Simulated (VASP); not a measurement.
Set up this calculation in VASP 6.6.1, as the native input.

| Quantity | Value |
| --- | --- |
| Task | molecular dynamics |
| Functional | PBE |
| Potentials or basis | VASP PAW PBE potentials, release 64 (P, La) |
| Cutoff | 520 eV |
| k mesh | 3 × 2 × 2 |
| Occupations | methfessel-paxton, width 0.15 eV |
| Spin | no spin polarisation |
| Dipole correction | no |
| Further INCAR settings | ALGO = Normal; EDIFF = 1e-05; ISYM = 0; IBRION = 0; POTIM = 1.5; NSW = 40 |

The structure of LaP5 lies in POSCAR:

```
LaP5
1.0
    4.4460840000     -0.9447530000     -1.6178500000
    0.4010580000      7.3185430000     -0.1729750000
    4.4460420000     -0.7875920000      6.5835490000
P La
10 2
Direct
    0.3419930000      0.5824760000      0.1267320000
    0.6021990000      0.6004130000      0.7941340000
    0.8286190000      0.4565310000      0.0697540000
    0.7823980000      0.1302470000      0.7065650000
    0.2606510000      0.0114850000      0.5419130000
    0.4195130000      0.2767710000      0.9541270000
    0.7312670000      0.2088740000      0.4097390000
    0.2928030000      0.3419940000      0.6692770000
    0.3067940000      0.3193160000      0.3225180000
    0.5413440000      0.0450610000      0.1546900000
    0.1000200000      0.8644920000      0.9274410000
    0.7620630000      0.7468790000      0.4083850000
```

One way to write it, as run:

INCAR

```
PREC = Accurate
ENCUT = 520
EDIFF = 1E-5
ISMEAR = 1
SIGMA = 0.15
LREAL = False
LASPH = True
NELM = 100
ALGO = Normal
ISIF = 2
LWAVE = False
LCHARG = False
GGA = PE
IBRION = 0
NSW = 40
POTIM = 1.5
TEBEG = 1200.0
TEEND = 1200.0
ISYM = 0
NELMIN = 4
RANDOM_SEED = 681982 0 0
MDALGO = 2
SMASS = 0
```

KPOINTS

```
regular mesh
0
Gamma
  3 2 2
```

Potentials or basis: VASP PAW PBE potentials, release 64 (P, La).

The run is started by

```bash
$ cat potpaw_PBE.64/P/POTCAR potpaw_PBE.64/La/POTCAR > POTCAR
$ mpirun -np 1 vasp_std > vasp.out
```

Wall time 29 min on 1 thread of Intel(R) Xeon(R) Platinum 8488C (Sapphire Rapids) (shared host), peak memory 0.48 GiB.
